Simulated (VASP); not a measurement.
# BaTiO3 (P4/mmm) in VASP: a series of runs, part 3 of 3

VASP 6.6.1.

## (5) Electric field gradients, PBEsol

This run uses another cell than the first one, of 12.86 Å³/atom, 0.980 times its volume.

The input, INCAR:

```
PREC     = Accurate       # precision mode
ENCUT    = 520            # plane-wave cutoff, eV
EDIFF    = 1E-8           # SCF threshold, eV
ISMEAR   = -1             # smearing method
SIGMA    = 0.03           # smearing width, eV
LREAL    = F              # projectors in reciprocal space
LASPH    = T              # aspherical terms in the spheres
NELM     = 80             # most SCF steps
ALGO     = Normal         # electronic algorithm
ISIF     = 2              # what is computed and relaxed
LWAVE    = F              # write WAVECAR
LCHARG   = F              # write CHGCAR
GGA      = PS             # functional
LEFG     = T            
NBANDS   = 28             # bands
```

The input, KPOINTS:

```
regular mesh
0
Gamma
  7 7 7
```

The input, POSCAR:

```
BaTiO3
1.0
    3.9998000000      0.0000000000      0.0000000000
    0.0000000000      3.9998000000      0.0000000000
    0.0000000000      0.0000000000      4.0180000000
Ba Ti O
1 1 3
Direct
    0.0000000000      0.0000000000      0.0000000000
    0.5000000000      0.5000000000      0.5000000000
    0.5000000000      0.5000000000      0.0000000000
    0.5000000000      0.0000000000      0.5000000000
    0.0000000000      0.5000000000      0.5000000000
```

Potentials or basis: VASP PAW PBE potentials, release 64 (Ba_sv, Ti_sv, O).

The run is started by

```bash
$ cat potpaw_PBE.64/Ba_sv/POTCAR potpaw_PBE.64/Ti_sv/POTCAR potpaw_PBE.64/O/POTCAR > POTCAR
$ mpirun -np 1 vasp_std > vasp.out
```

OUTCAR:

```text
PREC = Accurate
   ENCUT = 520
   EDIFF = 1E-8
   ISMEAR = -1
   LREAL = F
   LASPH = T
   NELM = 80
   ISIF = 2
   GGA = PS

 ion  position               nearest neighbor table
   1  0.000  0.000  0.000-   3 2.83   3 2.83   3 2.83   3 2.83   5 2.83   4 2.83   5 2.83   5 2.83
                             5 2.83   4 2.83   4 2.83   4 2.83   2 3.47   2 3.47   2 3.47   2 3.47
   2  0.500  0.500  0.500-   4 2.00   5 2.00   4 2.00   5 2.00   3 2.01   3 2.01   1 3.47   1 3.47
                             1 3.47   1 3.47   1 3.47   1 3.47   1 3.47   1 3.47
   3  0.500  0.500  0.000-   2 2.01   2 2.01   1 2.83   1 2.83   1 2.83   1 2.83
   4  0.500  0.000  0.500-   2 2.00   2 2.00   1 2.83   1 2.83   1 2.83   1 2.83
   5  0.000  0.500  0.500-   2 2.00   2 2.00   1 2.83   1 2.83   1 2.83   1 2.83

  LATTYP: Found a simple tetragonal cell.
 ALAT       =     3.9998000000
 C/A-ratio  =     1.0045502275

  Lattice vectors:

 A1 = (   3.9998000000,   0.0000000000,   0.0000000000)
 A2 = (   0.0000000000,   3.9998000000,   0.0000000000)
 A3 = (   0.0000000000,   0.0000000000,   4.0180000000)

Analysis of symmetry for initial positions (statically):
=====================================================================
 Subroutine PRICEL returns:
 Original cell was already a primitive cell.

 Routine SETGRP: Setting up the symmetry group for a
 simple tetragonal supercell.

 Subroutine GETGRP returns: Found 16 space group operations
 (whereof 16 operations were pure point group operations)
 out of a pool of 16 trial point group operations.

The static configuration has the point symmetry D_4h.

Analysis of symmetry for dynamics (positions and initial velocities):
=====================================================================
 Subroutine PRICEL returns:
 Original cell was already a primitive cell.

 Routine SETGRP: Setting up the symmetry group for a
 simple tetragonal supercell.
[... 918 lines left out ...]
  Total       -1.0055919     -1.0055919     -1.3471475      0.0000000      0.0000000      0.0000000
  in kB      -25.0637385    -25.0637385    -33.5767952      0.0000000      0.0000000      0.0000000
  external PRESSURE =     -27.9014240 kB  Pullay stress =       0.0000000 kB

 VOLUME and BASIS-vectors are now :
 -----------------------------------------------------------------------------
  energy-cutoff  :      520.00
  volume of cell :       64.28
      direct lattice vectors                 reciprocal lattice vectors
     3.999800000  0.000000000  0.000000000     0.250012501  0.000000000  0.000000000
     0.000000000  3.999800000  0.000000000     0.000000000  0.250012501  0.000000000
     0.000000000  0.000000000  4.018000000     0.000000000  0.000000000  0.248880040

 POSITION                                       TOTAL-FORCE (eV/Angst)
 -----------------------------------------------------------------------------------
      0.00000      0.00000      0.00000         0.000000      0.000000      0.000000
      1.99990      1.99990      2.00900         0.000000      0.000000      0.000000
      1.99990      1.99990      0.00000         0.000000      0.000000      0.000000
      1.99990      0.00000      2.00900         0.000000      0.000000      0.000000
      0.00000      1.99990      2.00900         0.000000      0.000000      0.000000
 -----------------------------------------------------------------------------------
    total drift:                                0.000000      0.000000     -0.000000

  FREE ENERGIE OF THE ION-ELECTRON SYSTEM (eV)
  ---------------------------------------------------
  free  energy   TOTEN  =       -41.9732050193 eV

  energy  without entropy=      -41.9732050193  energy(sigma->0) =      -41.97320502

 Electric field gradients (V/A^2)
---------------------------------------------------------------------
 ion       V_xx      V_yy      V_zz      V_xy      V_xz      V_yz
---------------------------------------------------------------------
   1      -0.378    -0.378     0.756    -0.000    -0.000    -0.000
   2      -1.980    -1.980     3.960    -0.000    -0.000    -0.000
   3     -12.231   -12.231    24.462    -0.000    -0.000    -0.000
   4     -11.915    22.322   -10.407     0.000     0.000     0.000
   5      22.322   -11.915   -10.407     0.000    -0.000     0.000
---------------------------------------------------------------------

 Electric field gradients after diagonalization (V/A^2)
 (convention: |V_zz| > |V_xx| > |V_yy|)
----------------------------------------------------------------------
 ion       V_xx      V_yy      V_zz     asymmetry (V_yy - V_xx)/ V_zz
----------------------------------------------------------------------
   1      -0.378    -0.378     0.756       0.000
   2      -1.980    -1.980     3.960       0.000
   3     -12.231   -12.231    24.462       0.000
   4     -11.915   -10.407    22.322       0.068
   5     -11.915   -10.407    22.322       0.068
----------------------------------------------------------------------

           NMR quadrupolar parameters

 Cq : quadrupolar parameter    Cq=e*Q*V_zz/h
 eta: asymmetry parameters     (V_yy - V_xx)/ V_zz
 Q  : nuclear electric quadrupole moment in mb (millibarn)
----------------------------------------------------------------------
 ion       Cq(MHz)       eta       Q (mb)
----------------------------------------------------------------------
   1       0.002       0.000       1.000
   2       0.010       0.000       1.000
   3       0.059       0.000       1.000
   4       0.054       0.068       1.000
   5       0.054       0.068       1.000
----------------------------------------------------------------------
```

OSZICAR:

```text
N       E                     dE             d eps       ncg     rms          rms(c)
DAV:   1     0.432087984127E+03    0.43209E+03   -0.20899E+04  2240   0.155E+03
DAV:   2    -0.780303002071E+01   -0.43989E+03   -0.41963E+03  2592   0.428E+02
DAV:   3    -0.502577344830E+02   -0.42455E+02   -0.42017E+02  3124   0.132E+02
DAV:   4    -0.522737951498E+02   -0.20161E+01   -0.20121E+01  3340   0.240E+01
DAV:   5    -0.523369608272E+02   -0.63166E-01   -0.63156E-01  2996   0.337E+00    0.225E+01
DAV:   6    -0.422641584502E+02    0.10073E+02   -0.53825E+01  3236   0.646E+01    0.976E+00
DAV:   7    -0.421367023322E+02    0.12746E+00   -0.88799E+00  3028   0.211E+01    0.652E+00
DAV:   8    -0.419701178049E+02    0.16658E+00   -0.95944E-01  2668   0.894E+00    0.255E+00
DAV:   9    -0.419953172977E+02   -0.25199E-01   -0.20233E-01  2996   0.278E+00    0.132E+00
DAV:  10    -0.419736672600E+02    0.21650E-01   -0.11843E-01  2624   0.346E+00    0.209E-01
DAV:  11    -0.419732180887E+02    0.44917E-03   -0.40673E-03  2708   0.554E-01    0.605E-02
DAV:  12    -0.419732516500E+02   -0.33561E-04   -0.29559E-04  2772   0.126E-01    0.640E-02
DAV:  13    -0.419732076183E+02    0.44032E-04   -0.24933E-04  2564   0.160E-01    0.187E-02
DAV:  14    -0.419732055528E+02    0.20655E-05   -0.22042E-05  2804   0.481E-02    0.576E-03
DAV:  15    -0.419732050896E+02    0.46322E-06   -0.24611E-06  3196   0.137E-02    0.105E-03
DAV:  16    -0.419732050451E+02    0.44475E-07   -0.12456E-07  2812   0.265E-03    0.843E-04
DAV:  17    -0.419732050275E+02    0.17625E-07   -0.43318E-08  2304   0.214E-03    0.352E-04
DAV:  18    -0.419732050193E+02    0.82032E-08   -0.76695E-09  1492   0.679E-04
   1 F= -.41973205E+02 E0= -.41973205E+02  d E =-.159995E-11
```

Run time: 85 s. Hardware: 1 thread of Intel Xeon 6975P-C, shared host; peak memory 0.22 GiB.

What came out:

* Free energy: -41.9732 eV
* Pressure: -2.8 GPa
* Band gap on the k mesh: 1.75 eV, indirect (least direct gap 1.84 eV)

Electric field gradients, principal values (V/Å²):
```csv
atom,least,middle,greatest (by size)
1 Ba,-0.378,-0.378,0.756
2 Ti,-1.980,-1.980,3.960
3 O,-12.231,-12.231,24.462
4 O,-10.407,-11.915,22.322
5 O,-10.407,-11.915,22.322
```

Caveat: without QUAD_EFG the Cq values of the log hold for a quadrupole moment of 1 mb, not for the nuclei; the PAW data sets were made with another functional, which shifts forces and pressure a little; spin-orbit coupling is left out, which moves the levels of the heavy elements. A k mesh can miss the band edges.

## (6) Summary

```csv
cell,gap on the mesh (eV),pressure (GPa)
"a = 4.040, b = 4.040, c = 4.018 Å, 5 atoms",1.71,-5.9
"a = 3.918, b = 3.918, c = 3.936 Å, 5 atoms",1.87,9.1
"a = 3.973, b = 3.973, c = 3.991 Å, 5 atoms",1.79,0.7
"a = 4.000, b = 4.000, c = 4.018 Å, 5 atoms",1.75,-2.8
```

Alike in all rows: task electric field gradients; level PBEsol; potentials or basis VASP PAW PBE potentials, release 64 (Ba_sv, Ti_sv, O); no spin polarisation; k mesh 7 × 7 × 7; cutoff (eV) 520; smearing fermi-dirac 0.03 eV.

Caveats: the PAW data sets were made with another functional, which shifts forces and pressure a little; spin-orbit coupling is left out, which moves the levels of the heavy elements.

Absolute energies hang on the potentials; compare differences alone.
